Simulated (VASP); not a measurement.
# Hf2TiTe5 (F-43m) in VASP: single point with PBE

Aim: the single point of Hf2TiTe5 with PBE.

Everything below comes from runs of VASP 6.6.1. Logs are shortened: lines on timing, memory, paths and dates and some standing lists are left out, and cuts for length are marked.

## (1) The cell of the first run

It takes space group F-43m (No. 216, cubic). The conventional cell has a = 12.008 Å, b = 12.008 Å, c = 12.008 Å, α = 90.00°, β = 90.00°, γ = 90.00°. Within 3.5 Å of Hf (site symmetry -43m) lie 4 Te at 2.65 Å. Within 3.4 Å of Ti (site symmetry -43m) lie 4 Te at 2.55 Å. Te (site symmetry 3m) has 1 Ti at 2.55 Å and 1 Hf at 2.65 Å within 3.4 Å.

## (2) Single point, PBE

INCAR reads:

```
PREC     = Accurate       # precision mode
ENCUT    = 520            # plane-wave cutoff, eV
EDIFF    = 1E-7           # SCF threshold, eV
ISMEAR   = 0              # smearing method
SIGMA    = 0.2            # smearing width, eV
LREAL    = F              # projectors in reciprocal space
LASPH    = T              # aspherical terms in the spheres
NELM     = 60             # most SCF steps
ALGO     = Normal         # electronic algorithm
ISIF     = 2              # what is computed and relaxed
LWAVE    = F              # write WAVECAR
LCHARG   = F              # write CHGCAR
GGA      = PE             # functional
NBANDS   = 41             # bands
```

KPOINTS reads:

```
regular mesh
0
Gamma
  3 3 3
```

POSCAR reads:

```
Hf2TiTe5
1.0
    0.0000000000      6.0041149535      6.0041149535
    6.0041149535      0.0000000000      6.0041149535
    6.0041149535      6.0041149535      0.0000000000
Hf Ti Te
2 1 5
Direct
    0.2500000000      0.2500000000      0.2500000000
    0.0000000000      0.0000000000      0.0000000000
    0.5000000000      0.5000000000      0.5000000000
    0.3774604243      0.3774604243      0.3774604243
    0.3774604243      0.3774604243      0.8676187270
    0.3774604243      0.8676187270      0.3774604243
    0.8676187270      0.3774604243      0.3774604243
    0.7500000000      0.7500000000      0.7500000000
```

Potentials or basis: VASP PAW PBE potentials, release 64 (Hf_pv, Ti_sv, Te).

Command:

```
cat potpaw_PBE.64/Hf_pv/POTCAR potpaw_PBE.64/Ti_sv/POTCAR potpaw_PBE.64/Te/POTCAR > POTCAR
mpirun -np 1 vasp_std > vasp.out
```

OUTCAR:

```text
PREC = Accurate
   ENCUT = 520
   EDIFF = 1E-7
   ISMEAR = 0
   LREAL = F
   LASPH = T
   NELM = 60
   ISIF = 2
   GGA = PE

 ion  position               nearest neighbor table
   1  0.250  0.250  0.250-   4 2.65   5 2.65   6 2.65   7 2.65
   2  0.000  0.000  0.000-
   3  0.500  0.500  0.500-   5 2.55   6 2.55   7 2.55   4 2.55
   4  0.377  0.377  0.377-   3 2.55   1 2.65
   5  0.377  0.377  0.868-   3 2.55   1 2.65
   6  0.377  0.868  0.377-   3 2.55   1 2.65
   7  0.868  0.377  0.377-   3 2.55   1 2.65
   8  0.750  0.750  0.750-

  LATTYP: Found a face centered cubic cell.
 ALAT       =    12.0082299070

  Lattice vectors:

 A1 = (   0.0000000000,   6.0041149535,   6.0041149535)
 A2 = (   6.0041149535,   0.0000000000,   6.0041149535)
 A3 = (   6.0041149535,   6.0041149535,   0.0000000000)

Analysis of symmetry for initial positions (statically):
=====================================================================
 Subroutine PRICEL returns:
 Original cell was already a primitive cell.

 Routine SETGRP: Setting up the symmetry group for a
 face centered cubic supercell.

 Subroutine GETGRP returns: Found 24 space group operations
 (whereof 24 operations were pure point group operations)
 out of a pool of 48 trial point group operations.

The static configuration has the point symmetry T_d .

Analysis of symmetry for dynamics (positions and initial velocities):
=====================================================================
 Subroutine PRICEL returns:
 Original cell was already a primitive cell.

 Routine SETGRP: Setting up the symmetry group for a
 face centered cubic supercell.

 Subroutine GETGRP returns: Found 24 space group operations
 (whereof 24 operations were pure point group operations)
 out of a pool of 48 trial point group operations.

The dynamic configuration has the point symmetry T_d .

 Subroutine INISYM returns: Found 24 space group operations
 (whereof 24 operations are pure point group operations),
 and found     1 'primitive' translations

----------------------------------------------------------------------------------------

                                     Primitive cell

  volume of cell :     432.8894

  direct lattice vectors                    reciprocal lattice vectors
     0.000000000  6.004114954  6.004114954    -0.083276220  0.083276220  0.083276220
     6.004114954  0.000000000  6.004114954     0.083276220 -0.083276220  0.083276220
     6.004114954  6.004114954  0.000000000     0.083276220  0.083276220 -0.083276220

  length of vectors
     8.491100797  8.491100797  8.491100797     0.144238645  0.144238645  0.144238645

  position of ions in fractional coordinates (direct lattice)
     0.250000000  0.250000000  0.250000000
     0.000000000  0.000000000  0.000000000
     0.500000000  0.500000000  0.500000000
     0.377460424  0.377460424  0.377460424
     0.377460424  0.377460424  0.867618727
     0.377460424  0.867618727  0.377460424
     0.867618727  0.377460424  0.377460424
     0.750000000  0.750000000  0.750000000

  ion indices of the primitive-cell ions
   primitive index   ion index
                 1           1
                 2           2
                 3           3
                 4           4
                 5           5
                 6           6
                 7           7
                 8           8

----------------------------------------------------------------------------------------

 KPOINTS: regular mesh

Automatic generation of k-mesh.
 Grid dimensions read from file:
 generate k-points for:    3    3    3

 Generating k-lattice:

  Cartesian coordinates                     Fractional coordinates (reciprocal lattice)
    -0.027758740  0.027758740  0.027758740     0.333333333  0.000000000  0.000000000
     0.027758740 -0.027758740  0.027758740     0.000000000  0.333333333  0.000000000
     0.027758740  0.027758740 -0.027758740     0.000000000  0.000000000  0.333333333

  Length of vectors
     0.048079548  0.048079548  0.048079548

  Shift w.r.t. Gamma in fractional coordinates (k-lattice)
     0.000000000  0.000000000  0.000000000

 Subroutine IBZKPT returns following result:
 ===========================================

 Found      4 irreducible k-points:

 Following reciprocal coordinates:
            Coordinates               Weight
  0.000000  0.000000  0.000000      1.000000
  0.333333  0.000000  0.000000      8.000000
  0.333333  0.333333  0.000000      6.000000
 -0.333333  0.333333  0.000000     12.000000
   k-points           NKPTS =      4   k-points in BZ     NKDIM =      4   number of bands    NBANDS=     41
   number of dos      NEDOS =    301   number of ions     NIONS =      8
   total plane-waves  NPLWV = 262144
   dimension x,y,z NGX =    64 NGY =   64 NGZ =   64
   dimension x,y,z NGXF=   128 NGYF=  128 NGZF=  128
   ions per type =               2   1   5
   NGX,Y,Z   is equivalent  to a cutoff of  12.53, 12.53, 12.53 a.u.
   NGXF,Y,Z  is equivalent  to a cutoff of  25.06, 25.06, 25.06 a.u.
 SYSTEM =  unknown system
   PREC   = accura    normal or accurate (medium, high low for compatibility)
   ISTART =      0    job   : 0-new  1-cont  2-samecut
   ICHARG =      2    charge: 1-file 2-atom 10-const
   ISPIN  =      1    spin polarized calculation?
   LNONCOLLINEAR =      F non collinear calculations
   LSORBIT =      F    spin-orbit coupling
   LASPH  =      T    aspherical Exc in radial PAW
   ENCUT  =  520.0 eV  38.22 Ry    6.18 a.u.  15.79 15.79 15.79*2*pi/ulx,y,z
   NELM   =     60;   NELMIN=  2; NELMDL= -5     # of ELM steps
   EDIFF  = 0.1E-06   stopping-criterion for ELM
   LREAL  =      F    real-space projection
   EDIFFG = 0.1E-05   stopping-criterion for IOM
   NSW    =      0    number of steps for IOM
   IBRION =     -1    ionic relax: 0-MD 1-quasi-New 2-CG
   NFREE  =      0    steps in history (QN), initial steepest desc. (CG)
   ISIF   =      2    stress and relaxation
   ISYM   =      2    0-nonsym 1-usesym 2-fastsym
   POTIM  = 0.5000    time-step for ionic-motion
   TEBEG  =    0.0;   TEEND  =   0.0 temperature during run
   PSTRESS=    0.0 pullay stress
   NELECT =      62.0000    total number of electrons
   NUPDOWN=      -1.0000    fix difference up-down
   EMIN   =  10.00;   EMAX   =-10.00  energy-range for DOS
   EFERMI =   0.00;   METHOD = LEGACY
   ISMEAR =     0;   SIGMA  =   0.20  broadening in eV -4-tet -1-fermi 0-gaus
   EFERMI_NEDOS =   21; number of points for ismear=-14 and -15
   IALGO  =     38    algorithm
   IMIX   =      4    mixing-type and parameters
     AMIX     =   0.40;   BMIX     =  1.00
     AMIX_MAG =   1.60;   BMIX_MAG =  1.00
  volume/ion in A,a.u.               =      54.11       365.16
  Fermi-wavevector in a.u.,A,eV,Ry     =   0.856538  1.618621  9.982003  0.733657
  Thomas-Fermi vector in A             =   1.973454
   LORBIT       =      0    0 simple, 1 ext, 2 COOP (PROOUT), +10 PAW based schemes
   GGA     = PE    functional components
   LHFCALC =     F    Hartree Fock is set to
   AEXX    =    0.0000 exact exchange contribution
   IVDW    =     0    specifies the selected vdW correction
   LEPSILON=     F    determine dielectric tensor
   LRPA    =     F    only Hartree local field effects (RPA)
 non-spin polarized calculation
 Gauss-broadening in eV      SIGMA  =   0.20
  energy-cutoff  :      520.00
  volume of cell :      432.89
 maximum number of plane-waves:     11688
   NGX = 31   NGY = 31   NGZ = 31

 number of electron      62.0000005 magnetization

 Free energy of the ion-electron system (eV)
  ---------------------------------------------------
  ext. energy  EPLUGINS =         0.00000000
  ---------------------------------------------------
  free energy    TOTEN  =       -37.18797461 eV

  energy without entropy =      -36.81664095  energy(sigma->0) =      -37.00230778

 E-fermi :   0.9346     XC(G=0):  -6.9207

 val. band max:        0.8867616573   @ k =  -0.3333   0.3333   0.0000
 cond. band min:       1.0146642103   @ k =   0.0000   0.0000   0.0000
 fundamental gap:      0.1279025530
 Fermi energy:         0.9346389300

 k-point     1 :       0.0000    0.0000    0.0000
  band No.  band energies     occupation
      1     -56.8757      2.00000
      2     -33.1549      2.00000
      3     -33.1549      2.00000
      4     -33.1549      2.00000
      5     -32.6132      2.00000
      6     -32.6132      2.00000
[... 33 lines left out ...]
     40       1.5575      0.00001
     41       1.5575      0.00001

 k-point     2 :       0.3333    0.0000    0.0000
  band No.  band energies     occupation
      1     -56.8757      2.00000
      2     -33.1549      2.00000
      3     -33.1549      2.00000
      4     -33.1549      2.00000
      5     -32.6132      2.00000
      6     -32.6132      2.00000
[... 33 lines left out ...]
     40       2.0366      0.00000
     41       2.0366      0.00000

 k-point     3 :       0.3333    0.3333    0.0000
  band No.  band energies     occupation
      1     -56.8757      2.00000
      2     -33.1549      2.00000
      3     -33.1549      2.00000
      4     -33.1549      2.00000
      5     -32.6132      2.00000
      6     -32.6132      2.00000
[... 33 lines left out ...]
     40       2.0969      0.00000
     41       2.0969      0.00000

 k-point     4 :      -0.3333    0.3333    0.0000
  band No.  band energies     occupation
      1     -56.8757      2.00000
      2     -33.1549      2.00000
      3     -33.1549      2.00000
      4     -33.1549      2.00000
      5     -32.6132      2.00000
      6     -32.6132      2.00000
[... 33 lines left out ...]
     40       2.1442      0.00000
     41       2.1791      0.00000

------------------------ aborting loop because EDIFF is reached ----------------------------------------

  FORCE on cell =-STRESS in cart. coord.  units (eV):
  Direction    XX          YY          ZZ          XY          YZ          ZX
  --------------------------------------------------------------------------------------
  -------------------------------------------------------------------------------------
  Total       -0.1760689     -0.1760689     -0.1760689     -0.0000000      0.0000000      0.0000000
  in kB       -0.6516528     -0.6516528     -0.6516528     -0.0000000      0.0000000      0.0000000
  external PRESSURE =      -0.6516528 kB  Pullay stress =       0.0000000 kB

 VOLUME and BASIS-vectors are now :
 -----------------------------------------------------------------------------
  energy-cutoff  :      520.00
  volume of cell :      432.89
      direct lattice vectors                 reciprocal lattice vectors
     0.000000000  6.004114954  6.004114954    -0.083276220  0.083276220  0.083276220
     6.004114954  0.000000000  6.004114954     0.083276220 -0.083276220  0.083276220
     6.004114954  6.004114954  0.000000000     0.083276220  0.083276220 -0.083276220

 POSITION                                       TOTAL-FORCE (eV/Angst)
 -----------------------------------------------------------------------------------
      3.00206      3.00206      3.00206         0.000000      0.000000      0.000000
      0.00000      0.00000      0.00000         0.000000      0.000000      0.000000
      6.00411      6.00411      6.00411         0.000000      0.000000      0.000000
      4.53263      4.53263      4.53263         0.034493      0.034493      0.034493
      7.47560      7.47560      4.53263        -0.034493     -0.034493      0.034493
      7.47560      4.53263      7.47560        -0.034493      0.034493     -0.034493
      4.53263      7.47560      7.47560         0.034493     -0.034493     -0.034493
      9.00617      9.00617      9.00617         0.000000      0.000000      0.000000
 -----------------------------------------------------------------------------------
    total drift:                                0.000000      0.000000      0.000000

  FREE ENERGIE OF THE ION-ELECTRON SYSTEM (eV)
  ---------------------------------------------------
  free  energy   TOTEN  =       -37.1879746120 eV

  energy  without entropy=      -36.8166409457  energy(sigma->0) =      -37.00230778
```

Run time: 4.8 min. Hardware: 1 thread of Intel Xeon Platinum 8375C at 2.90GHz (Ice Lake), shared host; peak memory 0.61 GiB.

What came out:

* Free energy: -37.1880 eV
* Pressure: -0.1 GPa
* Largest force: 0.060 eV/Å
* Band gap on the k mesh: 0.13 eV, indirect (least direct gap 0.22 eV)

Forces in eV/Å, atoms in the order of the input:
```
Hf   0.000  0.000  0.000
Hf   0.000  0.000  0.000
Ti   0.000  0.000  0.000
Te   0.034  0.034  0.034
Te  -0.034 -0.034  0.034
Te  -0.034  0.034 -0.034
Te   0.034 -0.034 -0.034
Te   0.000  0.000  0.000
```

Levels at points of the mesh, in eV from the valence-band top:
```tsv
k point	band 29	band 30	band 31	band 32	band 33	band 34
(0.00, 0.00, 0.00)	-0.18	-0.18	-0.18	0.13	0.13	0.20
```

Caveat: spin-orbit coupling is left out, which moves the levels of the heavy elements. A k mesh can miss the band edges.
